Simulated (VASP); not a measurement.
# Sc (Fd-3m) in VASP: notebook

Runs on Sc. Level: r2SCAN. Tasks: single point, relaxation of cell and atoms.

All numbers are computed with VASP 6.6.1; they aren't measurements. Logs are shortened: lines on timing, memory, paths and dates and some standing lists are left out, and cuts for length are marked.

## Step 1: The cell of the first run

The structure is cubic, space group Fd-3m (No. 227). Conventional cell: a = 6.338 Å, b = 6.338 Å, c = 6.338 Å, α = 90.00°, β = 90.00°, γ = 90.00°. Sc (site symmetry -43m) has 4 Sc at 2.74 Å within 3.6 Å.

This isn't the form of Sc at room conditions, which is hcp.

## Step 2: Single point, r2SCAN

Input file POSCAR:

```
Sc
1.0
    0.0000000000      3.1691760197      3.1691760197
    3.1691760197      0.0000000000      3.1691760197
    3.1691760197      3.1691760197      0.0000000000
Sc
2
Direct
    1.0000000000      1.0000000000      1.0000000000
    0.2500000000      0.2500000000      0.2500000000
```

Input file INCAR.step1:

```
PREC = Accurate
ENCUT = 550
ISMEAR = 0
SIGMA = 0.05
LREAL = False
LASPH = True
NELM = 120
NBANDS = 18
GGA = PE
ALGO = Normal
EDIFF = 1E-5
LWAVE = True
LCHARG = False
GGA_COMPAT = False
```

Input file INCAR.step2:

```
PREC = Accurate
ENCUT = 550
EDIFF = 1E-6
ISMEAR = 0
SIGMA = 0.05
LREAL = False
LASPH = True
NELM = 120
ALGO = Normal
ISIF = 2
LWAVE = False
LCHARG = False
METAGGA = R2SCAN
LMIXTAU = True
NBANDS = 18
ISTART = 1
GGA_COMPAT = False
```

Input file KPOINTS:

```
regular mesh
0
Gamma
  7 7 7
```

Potentials or basis: VASP PAW PBE potentials, release 64 (Sc_sv).

Run with:

```sh
> cat potpaw_PBE.64/Sc_sv/POTCAR > POTCAR
> cp INCAR.step1 INCAR
> mpirun -np 1 vasp_std > vasp.out
> cp INCAR.step2 INCAR
> mpirun -np 1 vasp_std > vasp.out
```

OUTCAR:

```text
PREC = Accurate
   ENCUT = 550
   EDIFF = 1E-6
   ISMEAR = 0
   LREAL = False
   LASPH = True
   NELM = 120
   ISIF = 2
   METAGGA = R2SCAN
   ISTART = 1

 ion  position               nearest neighbor table
   1  0.000  0.000  0.000-   2 2.74   2 2.74   2 2.74   2 2.74
   2  0.250  0.250  0.250-   1 2.74   1 2.74   1 2.74   1 2.74

  LATTYP: Found a face centered cubic cell.
 ALAT       =     6.3383520394

  Lattice vectors:

 A1 = (   0.0000000000,   3.1691760197,   3.1691760197)
 A2 = (   3.1691760197,   0.0000000000,   3.1691760197)
 A3 = (   3.1691760197,   3.1691760197,   0.0000000000)

Analysis of symmetry for initial positions (statically):
=====================================================================
 Subroutine PRICEL returns:
 Original cell was already a primitive cell.

 Routine SETGRP: Setting up the symmetry group for a
 face centered cubic supercell.

 Subroutine GETGRP returns: Found 48 space group operations
 (whereof 24 operations were pure point group operations)
 out of a pool of 48 trial point group operations.

The static configuration has the point symmetry T_d .
 The point group associated with its full space group is O_h .

Analysis of symmetry for dynamics (positions and initial velocities):
=====================================================================
 Subroutine PRICEL returns:
 Original cell was already a primitive cell.

 Routine SETGRP: Setting up the symmetry group for a
 face centered cubic supercell.

 Subroutine GETGRP returns: Found 48 space group operations
 (whereof 24 operations were pure point group operations)
 out of a pool of 48 trial point group operations.

The dynamic configuration has the point symmetry T_d .
 The point group associated with its full space group is O_h .

 Subroutine INISYM returns: Found 48 space group operations
 (whereof 24 operations are pure point group operations),
 and found     1 'primitive' translations

----------------------------------------------------------------------------------------

                                     Primitive cell

  volume of cell :      63.6604

  direct lattice vectors                    reciprocal lattice vectors
     0.000000000  3.169176020  3.169176020    -0.157769716  0.157769716  0.157769716
     3.169176020  0.000000000  3.169176020     0.157769716 -0.157769716  0.157769716
     3.169176020  3.169176020  0.000000000     0.157769716  0.157769716 -0.157769716

  length of vectors
     4.481891709  4.481891709  4.481891709     0.273265164  0.273265164  0.273265164

  position of ions in fractional coordinates (direct lattice)
     0.000000000  0.000000000  0.000000000
     0.250000000  0.250000000  0.250000000

  ion indices of the primitive-cell ions
   primitive index   ion index
                 1           1
                 2           2

----------------------------------------------------------------------------------------

 KPOINTS: regular mesh

Automatic generation of k-mesh.
 Grid dimensions read from file:
 generate k-points for:    7    7    7

 Generating k-lattice:

  Cartesian coordinates                     Fractional coordinates (reciprocal lattice)
    -0.022538531  0.022538531  0.022538531     0.142857143  0.000000000  0.000000000
     0.022538531 -0.022538531  0.022538531     0.000000000  0.142857143  0.000000000
     0.022538531  0.022538531 -0.022538531     0.000000000  0.000000000  0.142857143

  Length of vectors
     0.039037881  0.039037881  0.039037881

  Shift w.r.t. Gamma in fractional coordinates (k-lattice)
     0.000000000  0.000000000  0.000000000

 Subroutine IBZKPT returns following result:
 ===========================================

 Found     20 irreducible k-points:

 Following reciprocal coordinates:
            Coordinates               Weight
  0.000000  0.000000  0.000000      1.000000
  0.142857  0.000000  0.000000      8.000000
  0.285714  0.000000  0.000000      8.000000
  0.428571  0.000000  0.000000      8.000000
  0.142857  0.142857  0.000000      6.000000
  0.285714  0.142857  0.000000     24.000000
[... 12 lines left out ...]
 -0.428571  0.428571  0.142857     24.000000
 -0.285714  0.428571  0.142857     24.000000
   k-points           NKPTS =     20   k-points in BZ     NKDIM =     20   number of bands    NBANDS=     18
   number of dos      NEDOS =    301   number of ions     NIONS =      2
   total plane-waves  NPLWV =  46656
   dimension x,y,z NGX =    36 NGY =   36 NGZ =   36
   dimension x,y,z NGXF=    72 NGYF=   72 NGZF=   72
   ions per type =               2
   NGX,Y,Z   is equivalent  to a cutoff of  13.35, 13.35, 13.35 a.u.
   NGXF,Y,Z  is equivalent  to a cutoff of  26.71, 26.71, 26.71 a.u.
 SYSTEM =  unknown system
   PREC   = accura    normal or accurate (medium, high low for compatibility)
   ISTART =      1    job   : 0-new  1-cont  2-samecut
   ICHARG =      0    charge: 1-file 2-atom 10-const
   ISPIN  =      1    spin polarized calculation?
   LNONCOLLINEAR =      F non collinear calculations
   LSORBIT =      F    spin-orbit coupling
   LASPH  =      T    aspherical Exc in radial PAW
   ENCUT  =  550.0 eV  40.42 Ry    6.36 a.u.   8.57  8.57  8.57*2*pi/ulx,y,z
   NELM   =    120;   NELMIN=  2; NELMDL=  0     # of ELM steps
   EDIFF  = 0.1E-05   stopping-criterion for ELM
   LREAL  =      F    real-space projection
   EDIFFG = 0.1E-04   stopping-criterion for IOM
   NSW    =      0    number of steps for IOM
   IBRION =     -1    ionic relax: 0-MD 1-quasi-New 2-CG
   NFREE  =      0    steps in history (QN), initial steepest desc. (CG)
   ISIF   =      2    stress and relaxation
   ISYM   =      2    0-nonsym 1-usesym 2-fastsym
   POTIM  = 0.5000    time-step for ionic-motion
   TEBEG  =    0.0;   TEEND  =   0.0 temperature during run
   PSTRESS=    0.0 pullay stress
   NELECT =      22.0000    total number of electrons
   NUPDOWN=      -1.0000    fix difference up-down
   EMIN   =  10.00;   EMAX   =-10.00  energy-range for DOS
   EFERMI =   0.00;   METHOD = LEGACY
   ISMEAR =     0;   SIGMA  =   0.05  broadening in eV -4-tet -1-fermi 0-gaus
   EFERMI_NEDOS =   21; number of points for ismear=-14 and -15
   IALGO  =     38    algorithm
   IMIX   =      4    mixing-type and parameters
     AMIX     =   0.40;   BMIX     =  1.00
     AMIX_MAG =   1.60;   BMIX_MAG =  1.00
  volume/ion in A,a.u.               =      31.83       214.80
  Fermi-wavevector in a.u.,A,eV,Ry     =   1.148840  2.170992 17.957408  1.319832
  Thomas-Fermi vector in A             =   2.285512
   LORBIT       =      0    0 simple, 1 ext, 2 COOP (PROOUT), +10 PAW based schemes
   METAGGA = R2SCAN    functional components
   LHFCALC =     F    Hartree Fock is set to
   AEXX    =    0.0000 exact exchange contribution
   IVDW    =     0    specifies the selected vdW correction
   LEPSILON=     F    determine dielectric tensor
   LRPA    =     F    only Hartree local field effects (RPA)
 non-spin polarized calculation
 Gauss-broadening in eV      SIGMA  =   0.05
  energy-cutoff  :      550.00
  volume of cell :       63.66
 maximum number of plane-waves:      1877
 NGX is ok and might be reduce to    36
   NGX = 17   NGY = 17   NGZ = 17

 number of electron      22.0000001 magnetization

 Free energy of the ion-electron system (eV)
  ---------------------------------------------------
  ext. energy  EPLUGINS =         0.00000000
  ---------------------------------------------------
  free energy    TOTEN  =       -18.40433143 eV

  energy without entropy =      -18.40065346  energy(sigma->0) =      -18.40249244

 E-fermi :   2.2269     XC(G=0):  -9.3392

 val. band max:        2.1165758160   @ k =   0.0000   0.0000   0.0000
 cond. band min:       2.2375993935   @ k =   0.4286   0.2857   0.1429
 fundamental gap:      0.1210235775
 Fermi energy:         2.2269080927

 k-point     1 :       0.0000    0.0000    0.0000
  band No.  band energies     occupation
      1     -49.8924      2.00000
      2     -49.6088      2.00000
      3     -27.7217      2.00000
      4     -27.7217      2.00000
      5     -27.7217      2.00000
      6     -27.2438      2.00000
[... 10 lines left out ...]
     17       4.0128      0.00000
     18       6.0222      0.00000

 k-point     2 :       0.1429    0.0000    0.0000
  band No.  band energies     occupation
      1     -49.8821      2.00000
      2     -49.6193      2.00000
      3     -27.7339      2.00000
      4     -27.7339      2.00000
      5     -27.7227      2.00000
      6     -27.2457      2.00000
[... 10 lines left out ...]
     17       3.9940      0.00000
     18       6.0057      0.00000

 k-point     3 :       0.2857    0.0000    0.0000
  band No.  band energies     occupation
      1     -49.8552      2.00000
      2     -49.6465      2.00000
      3     -27.7591      2.00000
      4     -27.7591      2.00000
      5     -27.7256      2.00000
      6     -27.2490      2.00000
[... 10 lines left out ...]
     17       4.1649      0.00000
     18       5.9190      0.00000

 k-point     4 :       0.4286    0.0000    0.0000
  band No.  band energies     occupation
      1     -49.8270      2.00000
      2     -49.6751      2.00000
      3     -27.7778      2.00000
      4     -27.7778      2.00000
      5     -27.7290      2.00000
      6     -27.2505      2.00000
[... 10 lines left out ...]
     17       4.5838      0.00000
     18       5.7290      0.00000

 k-point     5 :       0.1429    0.1429    0.0000
  band No.  band energies     occupation
      1     -49.8785      2.00000
      2     -49.6230      2.00000
      3     -27.7481      2.00000
      4     -27.7481      2.00000
      5     -27.6993      2.00000
      6     -27.2698      2.00000
[... 10 lines left out ...]
     17       4.0419      0.00000
     18       5.8165      0.00000

 k-point     6 :       0.2857    0.1429    0.0000
  band No.  band energies     occupation
      1     -49.8563      2.00000
      2     -49.6454      2.00000
      3     -27.7765      2.00000
      4     -27.7737      2.00000
      5     -27.6814      2.00000
      6     -27.2910      2.00000
[... 10 lines left out ...]
     17       4.2170      0.00000
     18       5.6108      0.00000

 k-point     7 :       0.4286    0.1429    0.0000
  band No.  band energies     occupation
      1     -49.8257      2.00000
      2     -49.6763      2.00000
      3     -27.8068      2.00000
      4     -27.7910      2.00000
      5     -27.6707      2.00000
      6     -27.3040      2.00000
[... 10 lines left out ...]
     17       4.5986      0.00000
     18       5.5003      0.00000

 k-point     8 :      -0.4286    0.1429    0.0000
  band No.  band energies     occupation
      1     -49.8133      2.00000
      2     -49.6888      2.00000
      3     -27.8204      2.00000
      4     -27.7889      2.00000
      5     -27.6712      2.00000
      6     -27.3038      2.00000
[... 10 lines left out ...]
     17       4.6100      0.00000
     18       5.5261      0.00000
[... 145 lines left out ...]
     17       5.1223      0.00000
     18       5.1223      0.00000

 k-point    16 :      -0.4286    0.4286    0.0000
  band No.  band energies     occupation
      1     -49.7582      2.00000
      2     -49.7442      2.00000
      3     -27.8468      2.00000
      4     -27.8343      2.00000
      5     -27.5130      2.00000
      6     -27.4677      2.00000
[... 10 lines left out ...]
     17       5.1132      0.00000
     18       5.8774      0.00000

 k-point    17 :       0.4286    0.2857    0.1429
  band No.  band energies     occupation
      1     -49.8306      2.00000
      2     -49.6714      2.00000
      3     -27.8160      2.00000
      4     -27.7896      2.00000
      5     -27.6450      2.00000
      6     -27.3295      2.00000
[... 10 lines left out ...]
     17       4.5137      0.00000
     18       5.2394      0.00000

 k-point    18 :      -0.4286    0.2857    0.1429
  band No.  band energies     occupation
      1     -49.8012      2.00000
      2     -49.7010      2.00000
      3     -27.8396      2.00000
      4     -27.8067      2.00000
      5     -27.6119      2.00000
      6     -27.3627      2.00000
[... 10 lines left out ...]
     17       4.6632      0.00000
     18       5.3604      0.00000

 k-point    19 :      -0.4286    0.4286    0.1429
  band No.  band energies     occupation
      1     -49.7796      2.00000
      2     -49.7227      2.00000
      3     -27.8420      2.00000
      4     -27.8321      2.00000
      5     -27.5453      2.00000
      6     -27.4326      2.00000
[... 10 lines left out ...]
     17       5.2201      0.00000
     18       5.2930      0.00000

 k-point    20 :      -0.2857    0.4286    0.1429
  band No.  band energies     occupation
      1     -49.7708      2.00000
      2     -49.7315      2.00000
      3     -27.8506      2.00000
      4     -27.8281      2.00000
      5     -27.5406      2.00000
      6     -27.4348      2.00000
[... 10 lines left out ...]
     17       5.0334      0.00000
     18       5.6612      0.00000

------------------------ aborting loop because EDIFF is reached ----------------------------------------

  FORCE on cell =-STRESS in cart. coord.  units (eV):
  Direction    XX          YY          ZZ          XY          YZ          ZX
  --------------------------------------------------------------------------------------
  -------------------------------------------------------------------------------------
  Total        0.0343114      0.0343114      0.0343114      0.0000000      0.0000000      0.0000000
  in kB        0.8635350      0.8635350      0.8635350      0.0000000      0.0000000      0.0000000
  external PRESSURE =       0.8635350 kB  Pullay stress =       0.0000000 kB

 VOLUME and BASIS-vectors are now :
 -----------------------------------------------------------------------------
  energy-cutoff  :      550.00
  volume of cell :       63.66
      direct lattice vectors                 reciprocal lattice vectors
     0.000000000  3.169176020  3.169176020    -0.157769716  0.157769716  0.157769716
     3.169176020  0.000000000  3.169176020     0.157769716 -0.157769716  0.157769716
     3.169176020  3.169176020  0.000000000     0.157769716  0.157769716 -0.157769716

 POSITION                                       TOTAL-FORCE (eV/Angst)
 -----------------------------------------------------------------------------------
      0.00000      0.00000      0.00000        -0.000000     -0.000000     -0.000000
      1.58459      1.58459      1.58459         0.000000      0.000000      0.000000
 -----------------------------------------------------------------------------------
    total drift:                                0.000000      0.000000      0.000000

  FREE ENERGIE OF THE ION-ELECTRON SYSTEM (eV)
  ---------------------------------------------------
  free  energy   TOTEN  =       -18.4043314342 eV

  energy  without entropy=      -18.4006534551  energy(sigma->0) =      -18.40249244
```

Run time: 71 s. Hardware: 1 thread of Intel Xeon Platinum 8488C (Sapphire Rapids), shared host; peak memory 0.21 GiB.

Results:

- Free energy: -18.4043 eV
- Pressure: 0.1 GPa
- Band gap on the k mesh: zero (bands 11 and 12 overlap by 0.48 eV)

Levels at points of the mesh, in eV from the Fermi level:
```tsv
k point	band 9	band 10	band 11	band 12	band 13	band 14
(0.00, 0.00, 0.00)	-4.57	-0.11	-0.11	0.34	0.34	0.34
```

Caveat: the PAW data sets were made with another functional, which shifts forces and pressure a little.

## Step 3: Relaxation of cell and atoms, r2SCAN

This run uses another cell than the first one, of 32.46 Å³/atom.

Input file POSCAR:

```
Sc
1.0
    0.0000000000      3.1900000000      3.1900000000
    3.1900000000      0.0000000000      3.1900000000
    3.1900000000      3.1900000000      0.0000000000
Sc
2
Direct
    1.0000000000      1.0000000000      1.0000000000
    0.2500000000      0.2500000000      0.2500000000
```

Input file INCAR.step1:

```
SYSTEM = Sc
  PREC = Accurate
  ENCUT = 550
  ISMEAR = 0
  SIGMA = 0.05
  LREAL = .False.
  LASPH = .True.
  NELM = 120
  GGA = PE
  ALGO = Normal
  EDIFF = 1E-5
  LWAVE = .True.
  LCHARG = .False.
  GGA_COMPAT = .False.
  IBRION = 2
  ISIF = 3
  EDIFFG = -0.005
  NELMIN = 4
  NSW = 100
```

Input file INCAR.step2:

```
SYSTEM = Sc
  PREC = Accurate
  ENCUT = 550
  EDIFF = 1E-7
  ISMEAR = 0
  SIGMA = 0.05
  LREAL = .False.
  LASPH = .True.
  NELM = 120
  ALGO = Normal
  ISIF = 3
  LWAVE = .False.
  LCHARG = .False.
  METAGGA = R2SCAN
  LMIXTAU = .True.
  IBRION = 2
  NSW = 60
  EDIFFG = -0.02
  ISTART = 1
  GGA_COMPAT = .False.
  NELMIN = 4
```

Input file KPOINTS:

```
Automatic mesh
0
Gamma
  7 7 7
  0 0 0
```

Potentials or basis: VASP PAW PBE potentials, release 64 (Sc_sv).

Run with:

```sh
> cat potpaw_PBE.64/Sc_sv/POTCAR > POTCAR
> cp INCAR.step1 INCAR
> mpirun -np 1 vasp_std > vasp.out
> cp INCAR.step2 INCAR
> mpirun -np 1 vasp_std > vasp.out
```

Run time: 3 min. Hardware: 1 thread of Intel Xeon Platinum 8488C (Sapphire Rapids), shared host; peak memory 0.23 GiB.

Results (log left out):

```yaml
Free_energy: -18.4048 eV
Relaxed_volume: 32.01 Å³/atom
Relaxed_cell: a = 4.490 Å, b = 4.490 Å, c = 4.490 Å, α = 60.00°, β = 60.00°, γ = 60.00°
Space_group_after_relaxing_to_0.1_Å: Fd-3m (No. 227)
Energy_gained_by_relaxing: 0.5 meV/atom
Ionic_steps: 3
Pressure_after_relaxing: 0.0 GPa
Band_gap_on_the_k_mesh: zero (bands 11 and 12 overlap by 0.48 eV)
```

The path:
| step | energy change (eV) | largest force (eV/Å) | pressure (GPa) | volume (Å³) |
| --- | --- | --- | --- | --- |
| 1 | 0.0000 | 0.0000 | -0.32 | 64.92 |
| 2 | -0.0009 | 0.0000 | -0.13 | 64.31 |
| 3 | -0.0011 | 0.0000 | -0.04 | 64.02 |

Final structure:
```xyz
2
Lattice="0.0000 3.1752 3.1752 3.1752 0.0000 3.1752 3.1752 3.1752 0.0000" Properties=species:S:1:pos:R:3 pbc="T T T"
Sc    0.0000    0.0000    0.0000
Sc    1.5876    1.5876    1.5876
```

Levels at points of the mesh, in eV from the Fermi level:
| k point | band 7 | band 8 | band 9 | band 10 | band 11 | band 12 | band 13 | band 14 | band 15 |
| --- | --- | --- | --- | --- | --- | --- | --- | --- | --- |
| (0.00, 0.00, 0.00) | -29.48 | -29.48 | -4.56 | -0.11 | -0.11 | 0.34 | 0.34 | 0.34 | 1.78 |

Caveat: the PAW data sets were made with another functional, which shifts forces and pressure a little.

The gap in the log of VASP goes by the Fermi energy; the results here count the filled bands.